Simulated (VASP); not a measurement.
# Si in VASP: single point with PBE

Aim: the single point of Si with PBE.

Program: VASP 6.6.1. These are calculated values, not measurements. Logs are shortened: lines on timing, memory, paths and dates and some standing lists are left out, and cuts for length are marked.

**1. The cell of the first run**

The cell holds a slab with vacuum, 17 atoms: a = 7.702 Å, b = 6.365 Å, c = 19.753 Å, α = 90.00°, β = 90.00°, γ = 90.00°.

**2. Single point, PBE, collinear spin**

INCAR

```
PREC = Accurate ; ENCUT = 520
EDIFF = 1E-6 ; ISMEAR = 0
SIGMA = 0.05 ; LREAL = Auto
LASPH = True ; NELM = 150
ALGO = Normal ; ISIF = 2
LWAVE = False ; LCHARG = False
ISPIN = 2 ; MAGMOM = 0 0 0 0 0 0 0 0 0 0 0 0 0 0 0 0 2
LORBIT = 11 ; LDIPOL = True
IDIPOL = 3 ; DIPOL = 0.5 0.5 0.325
GGA = PE ; NBANDS = 52
```

KPOINTS

```
regular mesh
0
Gamma
  4 4 1
```

POSCAR

```
Si
1.0
    7.7021643869      0.0000000000      0.0000000000
    0.0000000000      6.3646811531      0.0000000000
    0.0000000000      0.0000000000     19.7525435111
Si
17
Direct
    0.0000000000      0.9370679262      0.2025055658
    0.5000000000      0.9370679262      0.2025055658
    0.0000000000      0.5629320738      0.2025055658
    0.5000000000      0.5629320738      0.2025055658
    0.2500000000      0.4370679262      0.2587875160
    0.7500000000      0.4370679262      0.2587875160
    0.2500000000      0.0629320738      0.2587875160
    0.7500000000      0.0629320738      0.2587875160
    0.2500000000      0.9333044689      0.3720589473
    0.7500000000      0.9333044689      0.3720589473
    0.2500000000      0.5666955311      0.3720589473
    0.7500000000      0.5666955311      0.3720589473
    0.0000000000      0.4259907554      0.4177964983
    0.5000000000      0.4259907554      0.4177964983
    0.0000000000      0.0740092446      0.4177964983
    0.5000000000      0.0740092446      0.4177964983
    0.0000000000      1.2593240887      0.5236644701
```

Potentials or basis: VASP PAW PBE potentials, release 64 (Si).

Run with:

```sh
$ cat potpaw_PBE.64/Si/POTCAR > POTCAR
$ mpirun -np 1 vasp_std > vasp.out
```

OUTCAR:

```text
PREC = Accurate
   ENCUT = 520
   EDIFF = 1E-6
   ISMEAR = 0
   LREAL = Auto
   LASPH = True
   NELM = 150
   ISIF = 2
   ISPIN = 2
   LORBIT = 11
   GGA = PE

 ion  position               nearest neighbor table
   1  0.000  0.937  0.203-   7 2.36   8 2.36   3 2.38
   2  0.500  0.937  0.203-   7 2.36   8 2.36   4 2.38
   3  0.000  0.563  0.203-   5 2.36   6 2.36   1 2.38
   4  0.500  0.563  0.203-   5 2.36   6 2.36   2 2.38
   5  0.250  0.437  0.259-   3 2.36   4 2.36   7 2.38  11 2.38
   6  0.750  0.437  0.259-   3 2.36   4 2.36   8 2.38  12 2.38
   7  0.250  0.063  0.259-   1 2.36   2 2.36   5 2.38   9 2.38
   8  0.750  0.063  0.259-   1 2.36   2 2.36   6 2.38  10 2.38
   9  0.250  0.933  0.372-  15 2.31  16 2.31  11 2.33   7 2.38
  10  0.750  0.933  0.372-  15 2.31  16 2.31  12 2.33   8 2.38
  11  0.250  0.567  0.372-  13 2.31  14 2.31   9 2.33   5 2.38
  12  0.750  0.567  0.372-  13 2.31  14 2.31  10 2.33   6 2.38
  13  0.000  0.426  0.418-  15 2.24  12 2.31  11 2.31  17 2.34
  14  0.500  0.426  0.418-  16 2.24  12 2.31  11 2.31
  15  0.000  0.074  0.418-  13 2.24  10 2.31   9 2.31  17 2.40
  16  0.500  0.074  0.418-  14 2.24  10 2.31   9 2.31
  17  0.000  0.259  0.524-  13 2.34  15 2.40

  LATTYP: Found a simple orthorhombic cell.
 ALAT       =     6.3646811531
 B/A-ratio  =     1.2101414355
 C/A-ratio  =     3.1034615931

  Lattice vectors:

 A1 = (   0.0000000000,  -6.3646811531,   0.0000000000)
 A2 = (   7.7021643869,   0.0000000000,   0.0000000000)
 A3 = (   0.0000000000,   0.0000000000,  19.7525435111)

Analysis of symmetry for initial positions (statically):
=====================================================================
 Subroutine PRICEL returns:
 Original cell was already a primitive cell.

 Routine SETGRP: Setting up the symmetry group for a
 simple orthorhombic supercell.

 Subroutine GETGRP returns: Found  2 space group operations
 (whereof  2 operations were pure point group operations)
 out of a pool of  8 trial point group operations.

The static configuration has the point symmetry C_1h.

Analysis of symmetry for dynamics (positions and initial velocities):
=====================================================================
 Subroutine PRICEL returns:
 Original cell was already a primitive cell.

 Routine SETGRP: Setting up the symmetry group for a
 simple orthorhombic supercell.

 Subroutine GETGRP returns: Found  2 space group operations
 (whereof  2 operations were pure point group operations)
[... 181 lines left out ...]
  free energy    TOTEN  =       -83.04586467 eV

  energy without entropy =      -83.03952086  energy(sigma->0) =      -83.04269277

 E-fermi :  -1.0598     XC(G=0):  -4.1653

 val. band max:       -1.0632999693   @ k =   0.0000   0.0000   0.0000
 cond. band min:      -0.9656885581   @ k =   0.0000   0.5000   0.0000
 fundamental gap:      0.0976114112
 Fermi energy:        -1.0598076434

 spin component 1

 k-point     1 :       0.0000    0.0000    0.0000
  band No.  band energies     occupation
      1     -12.6360      1.00000
      2     -11.4123      1.00000
      3     -10.8817      1.00000
      4     -10.5778      1.00000
      5     -10.2315      1.00000
      6      -9.3817      1.00000
[... 430 lines left out ...]
     45       2.2765      0.00000
     46       2.4917      0.00000
 Fermi energy:        -1.0598076434

 spin component 2

 k-point     1 :       0.0000    0.0000    0.0000
  band No.  band energies     occupation
      1     -12.6360      1.00000
      2     -11.4123      1.00000
      3     -10.8817      1.00000
      4     -10.5778      1.00000
      5     -10.2315      1.00000
      6      -9.3817      1.00000
[... 430 lines left out ...]
     45       2.2765      0.00000
     46       2.4917      0.00000
 [bands above 46 left out]

------------------------ aborting loop because EDIFF is reached ----------------------------------------

 vacuum level on the upper side and lower side of the slab       (xc-potential included)        -0.126        -0.019

  FORCE on cell =-STRESS in cart. coord.  units (eV):
  Direction    XX          YY          ZZ          XY          YZ          ZX
  --------------------------------------------------------------------------------------
  -------------------------------------------------------------------------------------
  Total        2.8627383      0.6833956     -2.5014872      0.0000000     -0.4179229      0.0000000
  in kB        4.7367424      1.1307597     -4.1390093      0.0000000     -0.6915033      0.0000000
  external PRESSURE =       0.5761643 kB  Pullay stress =       0.0000000 kB

 VOLUME and BASIS-vectors are now :
 -----------------------------------------------------------------------------
  energy-cutoff  :      520.00
  volume of cell :      968.31
      direct lattice vectors                 reciprocal lattice vectors
     7.702164387  0.000000000  0.000000000     0.129833635  0.000000000  0.000000000
     0.000000000  6.364681153  0.000000000     0.000000000  0.157117061  0.000000000
     0.000000000  0.000000000 19.752543511     0.000000000  0.000000000  0.050626391

 POSITION                                       TOTAL-FORCE (eV/Angst)
 -----------------------------------------------------------------------------------
      0.00000      5.96414      4.00000         0.000000     -0.790259      0.687628
      3.85108      5.96414      4.00000         0.000000     -0.703750      0.600728
      0.00000      3.58288      4.00000         0.000000      0.789245      0.684203
      3.85108      3.58288      4.00000         0.000000      0.703815      0.599196
      1.92554      2.78180      5.11171         0.062791      0.085628     -0.622042
      5.77662      2.78180      5.11171        -0.062791      0.085628     -0.622042
[... 9 lines left out ...]
      3.85108      0.47105      8.25254         0.000000      0.049178     -0.036854
      0.00000      1.65052     10.34371         0.000000     -0.187996      0.004128
 -----------------------------------------------------------------------------------
    total drift:                               -0.000000      0.000120     -0.029754

  FREE ENERGIE OF THE ION-ELECTRON SYSTEM (eV)
  ---------------------------------------------------
  free  energy   TOTEN  =       -83.0458646682 eV

  energy  without entropy=      -83.0395208638  energy(sigma->0) =      -83.04269277

 vacuum level on the upper side and lower side of the slab         3.567         3.653

 total charge

# of ion       s       p       d       tot
------------------------------------------
    1        0.792   0.837   0.000   1.628
    2        0.791   0.837   0.000   1.628
    3        0.792   0.837   0.000   1.629
    4        0.791   0.837   0.000   1.627
    5        0.762   0.890   0.000   1.653
    6        0.762   0.890   0.000   1.653
[... 9 lines left out ...]
   16        0.783   0.900   0.000   1.683
   17        0.908   0.665   0.000   1.573
--------------------------------------------------
tot         13.246  15.022   0.000  28.267

 magnetization (x)

# of ion       s       p       d       tot
------------------------------------------
    1       -0.000  -0.000   0.000  -0.000
    2       -0.000  -0.000   0.000  -0.000
    3        0.000   0.000   0.000   0.000
    4        0.000   0.000   0.000   0.000
    5       -0.000  -0.000   0.000  -0.000
    6       -0.000  -0.000   0.000  -0.000
[... 9 lines left out ...]
   16        0.000   0.000   0.000   0.000
   17       -0.000  -0.000   0.000  -0.000
--------------------------------------------------
tot         -0.000  -0.000   0.000  -0.000
```

It took 43 min on 1 thread of Oxide Virtual Turin-like, shared host; peak memory 1.4 GiB.

Results:

- Free energy: -83.0459 eV
- Largest force: 1.048 eV/Å
- Band gap on the k mesh: zero (filled and empty bands overlap)
- Net moment: 0.00 μB per cell
- Valence electrons inside the program's atomic spheres: Si 1.63, 1.65, 1.69, 1.74, 1.68, 1.73, 1.57 (each value once)

Forces on the atoms (eV/Å):
```
Si   0.000 -0.790  0.688
Si   0.000 -0.704  0.601
Si   0.000  0.789  0.684
Si   0.000  0.704  0.599
Si   0.063  0.086 -0.622
Si  -0.063  0.086 -0.622
Si   0.064 -0.088 -0.625
Si  -0.064 -0.088 -0.625
Si  -0.024  0.021 -0.157
Si   0.024  0.021 -0.157
Si  -0.001  0.001 -0.189
Si   0.001  0.001 -0.189
Si   0.000  0.938  0.184
Si   0.000 -0.053 -0.029
Si   0.000 -0.786  0.492
Si   0.000  0.049 -0.037
Si   0.000 -0.188  0.004
```

Levels at points of the mesh, in eV from the Fermi level:
Spin up:
| k point | band 31 | band 32 | band 33 | band 34 | band 35 | band 36 | band 37 | band 38 |
| --- | --- | --- | --- | --- | --- | --- | --- | --- |
| (0.00, 0.00, 0.00) | -0.87 | -0.61 | -0.08 | 0.00 | 0.19 | 0.35 | 0.85 | 1.16 |
| (0.50, 0.00, 0.00) | -0.95 | -0.74 | -0.07 | -0.06 | 0.33 | 0.75 | 0.98 | 1.38 |
| (0.00, 0.50, 0.00) | -0.98 | -0.85 | -0.74 | -0.07 | 0.09 | 0.25 | 0.70 | 0.74 |
| (0.50, 0.50, 0.00) | -0.67 | -0.64 | -0.38 | -0.23 | -0.07 | 0.28 | 0.56 | 0.77 |
Spin down:
```tsv
k point	band 31	band 32	band 33	band 34	band 35	band 36	band 37	band 38
(0.00, 0.00, 0.00)	-0.87	-0.61	-0.08	0.00	0.19	0.35	0.85	1.16
(0.50, 0.00, 0.00)	-0.95	-0.74	-0.07	-0.06	0.33	0.75	0.98	1.38
(0.00, 0.50, 0.00)	-0.98	-0.85	-0.74	-0.07	0.09	0.25	0.70	0.74
(0.50, 0.50, 0.00)	-0.67	-0.64	-0.38	-0.23	-0.07	0.28	0.56	0.77
```

The gap in the log of VASP goes by the Fermi energy; the results here count the filled bands.